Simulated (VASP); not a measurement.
Crystal: HfSc.

```
CELL_PARAMETERS angstrom
3.24012 0.00000 0.00000
-1.62006 2.80603 0.00000
0.00000 0.00000 5.10413
ATOMIC_POSITIONS crystal
Hf 0.66667 0.33333 0.50000
Sc 0.33333 0.66667 0.00000
```

| Item | Value |
| --- | --- |
| Program | VASP 6.6.1 |
| Task | relaxation of cell and atoms |
| Functional | BLYP |
| Dispersion | D3(BJ) |
| Potentials or basis | VASP PAW PBE potentials, release 64 (Hf_pv, Sc_sv) |
| Cutoff | 600 eV |
| k mesh | 11 × 11 × 6 |
| Occupations | fermi-dirac, width 0.05 eV |
| Spin | no spin polarisation |

At the start: pressure -5.7 GPa; volume 23.20 Å³/atom.

Q: How do energy, volume and symmetry change on relaxing?

A: Over 7 steps the energy falls by 31.1 meV/atom and the volume is 21.54 Å³/atom (-7.1 %); space group P-6m2 (No. 187, to 0.1 Å) before and after.

Step by step:
```tsv
step	energy change (eV)	largest force (eV/Å)	pressure (GPa)	volume (Å³)
1	0.0000	0.0000	-5.68	46.41
2	-0.0350	0.0000	4.47	41.10
3	-0.0620	0.0000	-0.02	43.11
4	-0.0620	0.0000	0.11	43.04
5	-0.0621	0.0000	-0.06	43.12
6	-0.0621	0.0000	-0.07	43.13
7	-0.0621	0.0000	0.00	43.09
```

Final structure:
```cif
data_structure
_symmetry_space_group_name_H-M 'P 1'
_symmetry_Int_Tables_number 1
_cell_length_a 3.1656
_cell_length_b 3.1656
_cell_length_c 4.9652
_cell_angle_alpha 90.000
_cell_angle_beta 90.000
_cell_angle_gamma 120.000
_cell_volume 43.09
loop_
_atom_site_label
_atom_site_type_symbol
_atom_site_fract_x
_atom_site_fract_y
_atom_site_fract_z
_atom_site_occupancy
Hf1 Hf 0.66667 0.33333 0.50000 1
Sc1 Sc 0.33333 0.66667 0.00000 1
```

Caveat: the dispersion term is far too large for a dense solid, which distorts pressure and volume; the PAW data sets were made with another functional, which shifts forces and pressure a little.
